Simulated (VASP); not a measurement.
# TaSi2 (P1) in VASP: single point with r2SCAN

Aim: the single point of TaSi2 with r2SCAN.

Everything below comes from runs of VASP 6.6.1. Logs are shortened: lines on timing, memory, paths and dates and some standing lists are left out, and cuts for length are marked.

## (1) The cell of the first run

The typed cell holds 6 atoms: a = 5.029 Å, b = 5.029 Å, c = 4.691 Å, α = 62.19°, β = 62.17°, γ = 55.61°.

## (2) Single point, r2SCAN

POSCAR

```
TaSi2
1.0
   -0.0008241443      3.3170373241      3.7793092874
    3.3162201985     -0.0006757396      3.7807739933
    3.3170124628      3.3176861409      0.0027463494
Ta Si
2 4
Direct
    0.5013378180      0.5014083964      0.4987025120
    0.7512618533      0.7515045094      0.7487047143
    0.1244770729      0.1253057182      0.1243507184
    0.6240584669      0.1236889977      0.1264702208
    0.1234813749      0.1240010932      0.6260153607
    0.1253834140      0.6240912850      0.1257564737
```

INCAR.step1

```
SYSTEM = TaSi2
PREC = Accurate
ENCUT = 520
ISMEAR = 0
SIGMA = 0.1
LREAL = .False.
LASPH = .True.
NELM = 80
NBANDS = 28
GGA = PE
ALGO = Normal
EDIFF = 1E-4
LWAVE = .True.
LCHARG = .False.
```

INCAR.step2

```
SYSTEM = TaSi2
PREC = Accurate
ENCUT = 520
EDIFF = 1E-6
ISMEAR = 0
SIGMA = 0.1
LREAL = .False.
LASPH = .True.
NELM = 80
ALGO = Normal
ISIF = 2
LWAVE = .False.
LCHARG = .False.
METAGGA = R2SCAN
LMIXTAU = .True.
NBANDS = 28
ISTART = 1
```

KPOINTS

```
regular mesh
0
Gamma
  6 6 6
  0 0 0
```

Potentials or basis: VASP PAW PBE potentials, release 64 (Ta_pv, Si).

Run with:

```bash
> cat potpaw_PBE.64/Ta_pv/POTCAR potpaw_PBE.64/Si/POTCAR > POTCAR
> cp INCAR.step1 INCAR
> mpirun -np 1 vasp_std > vasp.out
> cp INCAR.step2 INCAR
> mpirun -np 1 vasp_std > vasp.out
```

OUTCAR:

```text
SYSTEM = TaSi2
   PREC = Accurate
   ENCUT = 520
   EDIFF = 1E-6
   ISMEAR = 0
   LREAL = .False.
   LASPH = .True.
   NELM = 80
   ISIF = 2
   METAGGA = R2SCAN
   ISTART = 1

 ion  position               nearest neighbor table
   1  0.501  0.501  0.499-   5 2.78   5 2.78   3 2.78   3 2.79   6 2.79   6 2.79   4 2.79   4 2.80
                             2 3.01   2 3.01   2 3.01   2 3.01   4 3.05   6 3.06   3 3.08   5 3.09
   2  0.751  0.752  0.749-   4 2.78   4 2.78   6 2.78   6 2.79   3 2.79   3 2.79   5 2.79   5 2.80
                             1 3.01   1 3.01   1 3.01   1 3.01   5 3.05   3 3.06   6 3.08   4 3.09
   3  0.124  0.125  0.124-   5 2.34   5 2.35   4 2.51   6 2.51   6 2.52   4 2.52   1 2.78   1 2.79
                             2 2.79   2 2.79   2 3.06   1 3.08
   4  0.624  0.124  0.126-   6 2.34   6 2.35   3 2.51   5 2.51   5 2.51   3 2.52   2 2.78   2 2.78
                             1 2.79   1 2.80   1 3.05   2 3.09
   5  0.123  0.124  0.626-   3 2.34   3 2.35   6 2.51   4 2.51   4 2.51   6 2.52   1 2.78   1 2.78
                             2 2.79   2 2.80   2 3.05   1 3.09
   6  0.125  0.624  0.126-   4 2.34   4 2.35   5 2.51   3 2.51   3 2.52   5 2.52   2 2.78   2 2.79
                             1 2.79   1 2.79   1 3.06   2 3.08

  LATTYP: Found a base centered monoclinic cell.
 ALAT       =     6.6340581422
 B/A-ratio  =     1.0002021668
 C/A-ratio  =     1.6047266834
 COS(beta)  =    -0.9348880042

  Lattice vectors:

 A1 = (  -3.3170443428,   3.3177130637,  -0.0014647059)
 A2 = (  -3.3170124628,  -3.3176861409,  -0.0027463494)
 A3 = (   9.9502770041,  -0.0007026624,   3.7849850486)

Analysis of symmetry for initial positions (statically):
=====================================================================
 Subroutine PRICEL returns:
 Original cell was already a primitive cell.

 Routine SETGRP: Setting up the symmetry group for a
 base centered monoclinic supercell.

 Subroutine GETGRP returns: Found  1 space group operations
 (whereof  1 operations were pure point group operations)
 out of a pool of  4 trial point group operations.

The static configuration has the point symmetry C_1 .

Analysis of symmetry for dynamics (positions and initial velocities):
=====================================================================
 Subroutine PRICEL returns:
 Original cell was already a primitive cell.

 Routine SETGRP: Setting up the symmetry group for a
 base centered monoclinic supercell.

 Subroutine GETGRP returns: Found  1 space group operations
 (whereof  1 operations were pure point group operations)
 out of a pool of  4 trial point group operations.

The dynamic configuration has the point symmetry C_1 .

 Subroutine INISYM returns: Found  1 space group operations
 (whereof  1 operations are pure point group operations),
 and found     1 'primitive' translations

----------------------------------------------------------------------------------------

                                     Primitive cell

  volume of cell :      83.1678

  direct lattice vectors                    reciprocal lattice vectors
    -0.000824144  3.317037324  3.779309287    -0.150820706  0.150680551  0.132315895
     3.316220198 -0.000675740  3.780773993     0.150652720 -0.150731669  0.132327548
     3.317012463  3.317686141  0.002746349     0.150821896  0.150733105 -0.132263066

  length of vectors
     5.028510314  5.029072365  4.691441202     0.250916341  0.250852263  0.250920768

  position of ions in fractional coordinates (direct lattice)
     0.501337818  0.501408396  0.498702512
     0.751261853  0.751504509  0.748704714
     0.124477073  0.125305718  0.124350718
     0.624058467  0.123688998  0.126470221
     0.123481375  0.124001093  0.626015361
     0.125383414  0.624091285  0.125756474

  ion indices of the primitive-cell ions
   primitive index   ion index
                 1           1
                 2           2
                 3           3
                 4           4
                 5           5
                 6           6

----------------------------------------------------------------------------------------

 KPOINTS: regular mesh

Automatic generation of k-mesh.
 Grid dimensions read from file:
 generate k-points for:    6    6    6

 Generating k-lattice:

  Cartesian coordinates                     Fractional coordinates (reciprocal lattice)
    -0.025136784  0.025113425  0.022052649     0.166666667  0.000000000  0.000000000
     0.025108787 -0.025121945  0.022054591    -0.000000000  0.166666667 -0.000000000
     0.025136983  0.025122184 -0.022043844     0.000000000  0.000000000  0.166666667

  Length of vectors
     0.041819390  0.041808711  0.041820128

  Shift w.r.t. Gamma in fractional coordinates (k-lattice)
     0.000000000  0.000000000  0.000000000

 Subroutine IBZKPT returns following result:
 ===========================================

 Found    112 irreducible k-points:

 Following reciprocal coordinates:
            Coordinates               Weight
  0.000000  0.000000  0.000000      1.000000
  0.166667  0.000000  0.000000      2.000000
  0.000000  0.000000  0.166667      2.000000
  0.333333  0.000000  0.000000      2.000000
  0.000000 -0.000000  0.333333      2.000000
  0.500000  0.000000  0.000000      1.000000
[... 16 lines left out ...]
  0.333333  0.333333 -0.000000      2.000000
  0.500000  0.333333  0.000000      2.000000
 [... further k-points ...]
   k-points           NKPTS =    112   k-points in BZ     NKDIM =    112   number of bands    NBANDS=     28
   number of dos      NEDOS =    301   number of ions     NIONS =      6
   total plane-waves  NPLWV =  57600
   dimension x,y,z NGX =    40 NGY =   40 NGZ =   36
   dimension x,y,z NGXF=    80 NGYF=   80 NGZF=   72
   ions per type =               2   4
   NGX,Y,Z   is equivalent  to a cutoff of  13.22, 13.22, 12.76 a.u.
   NGXF,Y,Z  is equivalent  to a cutoff of  26.45, 26.45, 25.51 a.u.
 SYSTEM =  TaSi2
   PREC   = accura    normal or accurate (medium, high low for compatibility)
   ISTART =      1    job   : 0-new  1-cont  2-samecut
   ICHARG =      0    charge: 1-file 2-atom 10-const
   ISPIN  =      1    spin polarized calculation?
   LNONCOLLINEAR =      F non collinear calculations
   LSORBIT =      F    spin-orbit coupling
   LASPH  =      T    aspherical Exc in radial PAW
   ENCUT  =  520.0 eV  38.22 Ry    6.18 a.u.   9.35  9.35  8.72*2*pi/ulx,y,z
   NELM   =     80;   NELMIN=  2; NELMDL=  0     # of ELM steps
   EDIFF  = 0.1E-05   stopping-criterion for ELM
   LREAL  =      F    real-space projection
   EDIFFG = 0.1E-04   stopping-criterion for IOM
   NSW    =      0    number of steps for IOM
   IBRION =     -1    ionic relax: 0-MD 1-quasi-New 2-CG
   NFREE  =      0    steps in history (QN), initial steepest desc. (CG)
   ISIF   =      2    stress and relaxation
   ISYM   =      2    0-nonsym 1-usesym 2-fastsym
   POTIM  = 0.5000    time-step for ionic-motion
   TEBEG  =    0.0;   TEEND  =   0.0 temperature during run
   PSTRESS=    0.0 pullay stress
   NELECT =      38.0000    total number of electrons
   NUPDOWN=      -1.0000    fix difference up-down
   EMIN   =  10.00;   EMAX   =-10.00  energy-range for DOS
   EFERMI =   0.00;   METHOD = LEGACY
   ISMEAR =     0;   SIGMA  =   0.10  broadening in eV -4-tet -1-fermi 0-gaus
   EFERMI_NEDOS =   21; number of points for ismear=-14 and -15
   IALGO  =     38    algorithm
   IMIX   =      4    mixing-type and parameters
     AMIX     =   0.40;   BMIX     =  1.00
     AMIX_MAG =   1.60;   BMIX_MAG =  1.00
  volume/ion in A,a.u.               =      13.86        93.54
  Fermi-wavevector in a.u.,A,eV,Ry     =   1.260911  2.382776 21.631845  1.589896
  Thomas-Fermi vector in A             =   2.394396
   LORBIT       =      0    0 simple, 1 ext, 2 COOP (PROOUT), +10 PAW based schemes
   METAGGA = R2SCAN    functional components
   LHFCALC =     F    Hartree Fock is set to
   AEXX    =    0.0000 exact exchange contribution
   IVDW    =     0    specifies the selected vdW correction
   LEPSILON=     F    determine dielectric tensor
   LRPA    =     F    only Hartree local field effects (RPA)
 non-spin polarized calculation
 Gauss-broadening in eV      SIGMA  =   0.10
  energy-cutoff  :      520.00
  volume of cell :       83.17
 maximum number of plane-waves:      2274
 NGX is ok and might be reduce to    40
   NGX = 19   NGY = 19   NGZ = 17

 number of electron      38.0000001 magnetization

 Free energy of the ion-electron system (eV)
  ---------------------------------------------------
  ext. energy  EPLUGINS =         0.00000000
  ---------------------------------------------------
  free energy    TOTEN  =      -131.56500237 eV

  energy without entropy =     -131.55781453  energy(sigma->0) =     -131.56140845

 E-fermi :  10.3223     XC(G=0): -13.2430

 val. band max:       10.2855215627   @ k =   0.5000   0.5000  -0.1667
 cond. band min:      10.3280186473   @ k =   0.3333  -0.0000   0.3333
 fundamental gap:      0.0424970847
 Fermi energy:        10.3223019398

 k-point     1 :       0.0000    0.0000    0.0000
  band No.  band energies     occupation
      1     -25.8457      2.00000
      2     -25.7446      2.00000
      3     -25.7444      2.00000
      4     -25.5083      2.00000
      5     -25.5082      2.00000
      6     -25.5035      2.00000
[... 20 lines left out ...]
     27      15.0645      0.00000
     28      15.0663      0.00000

 k-point     2 :       0.1667    0.0000    0.0000
  band No.  band energies     occupation
      1     -25.8459      2.00000
      2     -25.7546      2.00000
      3     -25.7534      2.00000
      4     -25.5097      2.00000
      5     -25.4990      2.00000
      6     -25.4960      2.00000
[... 674 lines left out ...]
 k-point    24 :       0.5000    0.3333    0.0000
  band No.  band energies     occupation
      1     -25.8285      2.00000
      2     -25.8034      2.00000
      3     -25.7204      2.00000
      4     -25.6236      2.00000
      5     -25.4488      2.00000
      6     -25.4426      2.00000
[... 20 lines left out ...]
     27      14.3387      0.00000
     28      15.4781      0.00000

 [... further k-points ...]

------------------------ aborting loop because EDIFF is reached ----------------------------------------

  FORCE on cell =-STRESS in cart. coord.  units (eV):
  Direction    XX          YY          ZZ          XY          YZ          ZX
  --------------------------------------------------------------------------------------
  -------------------------------------------------------------------------------------
  Total        0.1498618      0.1353773      0.2494490      0.0005631     -0.0021938     -0.0086460
  in kB        2.8869980      2.6079631      4.8054853      0.0108470     -0.0422627     -0.1665592
  external PRESSURE =       3.4334821 kB  Pullay stress =       0.0000000 kB

 VOLUME and BASIS-vectors are now :
 -----------------------------------------------------------------------------
  energy-cutoff  :      520.00
  volume of cell :       83.17
      direct lattice vectors                 reciprocal lattice vectors
    -0.000824144  3.317037324  3.779309287    -0.150820706  0.150680551  0.132315895
     3.316220198 -0.000675740  3.780773993     0.150652720 -0.150731669  0.132327548
     3.317012463  3.317686141  0.002746349     0.150821896  0.150733105 -0.132263066

 POSITION                                       TOTAL-FORCE (eV/Angst)
 -----------------------------------------------------------------------------------
      3.31657      3.31716      3.79179         0.003399     -0.000268     -0.001180
      4.97500      4.97542      5.68258        -0.001974      0.000588     -0.002193
      0.82791      0.82537      0.94453        -0.002323     -0.000759      0.003338
      0.82917      2.48953      2.82650         0.004036     -0.000189     -0.002105
      2.48761      2.48643      0.93721        -0.000411     -0.002532     -0.001964
      2.48666      0.83270      2.83376        -0.002728      0.003160      0.004104
 -----------------------------------------------------------------------------------
    total drift:                                0.000087      0.000090      0.000071

  FREE ENERGIE OF THE ION-ELECTRON SYSTEM (eV)
  ---------------------------------------------------
  free  energy   TOTEN  =      -131.5650023672 eV

  energy  without entropy=     -131.5578145328  energy(sigma->0) =     -131.56140845
```

Run time: 11 min. Hardware: 1 thread of Intel Xeon Platinum 8488C (Sapphire Rapids), shared host; peak memory 0.39 GiB.

Results:

- Free energy: -131.5650 eV
- Pressure: 0.3 GPa
- Largest force: 0.006 eV/Å
- Band gap on the k mesh: zero (bands 19 and 20 overlap by 2.45 eV)

Forces on the atoms (eV/Å):
```
Ta   0.003  0.000 -0.001
Ta  -0.002  0.001 -0.002
Si  -0.002 -0.001  0.003
Si   0.004  0.000 -0.002
Si   0.000 -0.003 -0.002
Si  -0.003  0.003  0.004
```

Caveat: the PAW data sets were made with another functional, which shifts forces and pressure a little; spin-orbit coupling is left out, which moves the levels of the heavy elements.

The gap in the log of VASP goes by the Fermi energy; the results here count the filled bands.